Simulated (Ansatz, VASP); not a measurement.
# One calculation of HfN, two programs

INCAR

```
SYSTEM = HfN
PREC = Accurate
ENCUT = 520
EDIFF = 1E-7
ISMEAR = 0
SIGMA = 0.1
LREAL = .FALSE.
LASPH = .TRUE.
NELM = 60
ALGO = Normal
ISIF = 2
LWAVE = .FALSE.
LCHARG = .FALSE.
GGA = PS
NBANDS = 23
```

The input KPOINTS:

```
Automatic mesh
0
G
  16 16 12
  0 0 0
```

The input POSCAR:

```
HfN
1.0
    2.2508679147      2.2508679147      0.0000000000
   -2.2508679147      2.2508679147      0.0000000000
    0.0000000000      0.0000000000      4.5692618669
Hf N
2 2
Direct
    0.0000000000      0.0000000000      0.0000000000
    0.5000000000      0.5000000000      0.5000000000
    0.5000000000      0.5000000000      0.0000000000
    0.0000000000      0.0000000000      0.5000000000
```

Input for Ansatz:

```yaml
crystal:
  lattice:
    - [2.2508679147, 2.2508679147, 0.0]
    - [-2.2508679147, 2.2508679147, 0.0]
    - [0.0, 0.0, 4.5692618669]
  atoms:
    - { symbol: Hf, position: [0.0, 0.0, 0.0] }
    - { symbol: Hf, position: [0.5, 0.5, 0.5] }
    - { symbol: "N", position: [0.5, 0.5, 0.0] }
    - { symbol: "N", position: [0.0, 0.0, 0.5] }
basis:
  ecutwfc: 420
kpoints:
  mp_grid: { grid: [16, 16, 12] }
hamiltonian:
  xc: pbesol
scf:
  occupations: { method: gaussian, width: 0.1 }
output:
  forces: true
  stress: true
  eigenvalues: true
```

Change from the starting cell: strain along c alone, the other axes held, atoms relaxed: +1.5 %.

Alike in both runs: task single point; functional PBEsol; k mesh 16 × 16 × 12; occupations gaussian, width 0.1 eV; no spin polarisation.

```csv
,VASP,Ansatz
version,VASP 6.6.1,Ansatz 0.2.0
potentials or method,"VASP PAW PBE potentials, release 64 (Hf_pv, N), cutoff 520 eV","scalar-relativistic, plane waves, PAW"
valence electrons in the cell,30,62
```

|  | VASP | Ansatz | Ansatz less VASP |
| --- | --- | --- | --- |
| gap on the k mesh at the Fermi level (eV) | none | none | - |
| pressure (GPa) | -6.1 | -4.0 | +2.14 |
| traceless stress, the component that is largest in VASP (GPa) | -5.14 | -5.17 | -0.038 |

VASP's potentials were made for PBE, not for PBEsol. A gap of «none» marks a metal or a gap that the smearing closes. With one functional, cell and mesh, what is left measures potentials, basis and numerics. VASP's potentials hold 30 valence electrons a cell and Ansatz's 62, so a difference there can come from the potentials and not from the codes.

Spin-orbit coupling is off throughout.
